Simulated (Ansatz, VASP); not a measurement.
## W: VASP beside Ansatz

```
W
1.0
    -1.41819    1.41819    2.00531
     1.41819   -1.41819    2.00531
     1.41819    1.41819   -2.00531
W
1
Cartesian
  0.0000 0.0000 0.0000
```

Alike in both runs: task single point; functional PBE; k mesh 30 × 30 × 30; occupations gaussian, width 0.15 eV; no spin polarisation.

```csv
,VASP,Ansatz
version,VASP 6.6.1,Ansatz 0.2.0
potentials or method,"VASP PAW PBE potentials, release 64 (W_sv), cutoff 500 eV","scalar-relativistic, plane waves, PAW"
valence electrons in the cell,14,14
```

|  | VASP | Ansatz | Ansatz less VASP |
| --- | --- | --- | --- |
| gap on the k mesh at the Fermi level (eV) | none | none | - |
| pressure (GPa) | 6.2 | 5.6 | -0.59 |

A gap of «none» marks a metal or a gap that the smearing closes. The functional is the same, so the differences come from potentials, cutoffs and numerics.

Spin-orbit coupling is off throughout.
